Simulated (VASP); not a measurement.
A run of VASP 6.6.1:

The input INCAR:

```
SYSTEM = Ni
PREC = Accurate ; ENCUT = 520
EDIFF = 1E-6 ; ISMEAR = 0
SIGMA = 0.15 ; LREAL = .False.
LASPH = .True. ; NELM = 150
ALGO = Fast ; ISIF = 2
LWAVE = .False. ; LCHARG = .False.
ISPIN = 2 ; MAGMOM = 0.125
LORBIT = 11 ; NUPDOWN = 0.125
LMAXMIX = 4 ; NBANDS = 15
```

Contents of KPOINTS:

```
regular mesh
0
Gamma
  24 24 24
  0 0 0
```

Contents of POSCAR:

```
Ni
1.0
    0.0000000000      1.7455396617      1.7455396617
    1.7455396617      0.0000000000      1.7455396617
    1.7455396617      1.7455396617      0.0000000000
Ni
1
Direct
    0.0000000000      0.0000000000      0.0000000000
```

Potentials or basis: VASP PAW LDA potentials, release 64 (Ni).

Launch:

```sh
$ cat potpaw_LDA.64/Ni/POTCAR > POTCAR
$ mpirun -np 1 vasp_std > vasp.out
```

Hardware: 1 thread of Intel(R) Xeon(R) Platinum 8488C (Sapphire Rapids), with other jobs on the host.

Estimate the wall time of this run.

Run time: 120 s on 1 thread of Intel(R) Xeon(R) Platinum 8488C (Sapphire Rapids), on a shared host, peak memory 0.2 GiB. Counts: scf iterations 12, k points 413.
